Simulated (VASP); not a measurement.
Input of a VASP 6.6.1 run:

The input INCAR:

```
  PREC = Accurate
  ENCUT = 600
  EDIFF = 1E-6
  ISMEAR = 0
  SIGMA = 0.01
  LREAL = F
  LASPH = T
  NELM = 120
  ALGO = Normal
  ISIF = 2
  LWAVE = F
  LCHARG = F
  GGA = PE
  NBANDS = 11
  GGA_COMPAT = F
```

KPOINTS

```
regular mesh
0
Gamma
  6 6 6
```

The input POSCAR:

```
C
1.0
    0.0000000000      1.7593956938      1.7593956938
    1.7593956938      0.0000000000      1.7593956938
    1.7593956938      1.7593956938      0.0000000000
C
2
Direct
    0.0000000000      0.0000000000      0.0000000000
    0.2500000000      0.2500000000      0.2500000000
```

Potentials or basis: VASP PAW PBE potentials, release 64 (C).

Run with:

```console
$ cat potpaw_PBE.64/C/POTCAR > POTCAR
$ mpirun -np 1 vasp_std > vasp.out
```

(1) Predict the pressure.

(2) What does it give for the band gap on the k mesh?

Answers

(1) 21.2 GPa.

(2) 4.25 eV, indirect (least direct gap 5.70 eV).

Caveat: the k points lie up to 0.52 Å⁻¹ apart.
